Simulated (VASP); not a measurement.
Wanted: the native input for a VASP 6.6.1 run.

```yaml
Task: single point
Functional: PBE
Potentials_or_basis: VASP PAW PBE potentials, release 64 (B, N)
Cutoff: 600 eV
k_mesh: 8 × 8 × 8
Occupations: methfessel-paxton, width 0.2 eV
Spin: no spin polarisation
Dipole_correction: no
Further_INCAR_settings: ALGO = Normal; EDIFF = 1e-06; NBANDS = 11
```

The structure of BN lies in POSCAR:

```
BN
1.0
    0.0000000000      1.7458259350      1.7458259350
    1.7458259350      0.0000000000      1.7458259350
    1.7458259350      1.7458259350      0.0000000000
B N
1 1
Direct
    0.0000000000      0.0000000000      0.0000000000
    0.5000000000      0.5000000000      0.5000000000
```

These files were run (other wordings do the same):

INCAR

```
ALGO = Normal
EDIFF = 1E-6
ENCUT = 600
GGA = PE
GGA_COMPAT = False
ISIF = 2
ISMEAR = 1
LASPH = True
LCHARG = False
LREAL = False
LWAVE = False
NBANDS = 11
NELM = 120
PREC = Accurate
SIGMA = 0.2
```

KPOINTS

```
k-points
0
Gamma
  8 8 8
```

Potentials or basis: VASP PAW PBE potentials, release 64 (B, N).

The run is started by

```console
$ cat potpaw_PBE.64/B/POTCAR potpaw_PBE.64/N/POTCAR > POTCAR
$ mpirun -np 1 vasp_std > vasp.out
```

It gave:

```
Pressure               : 3.6 GPa
Band gap on the k mesh : 1.33 eV, indirect (least direct gap 5.85 eV)
```

Run time: 2.1 s on 1 thread of Intel(R) Xeon(R) 6975P-C (Granite Rapids), on a shared host, peak memory 0.11 GiB.
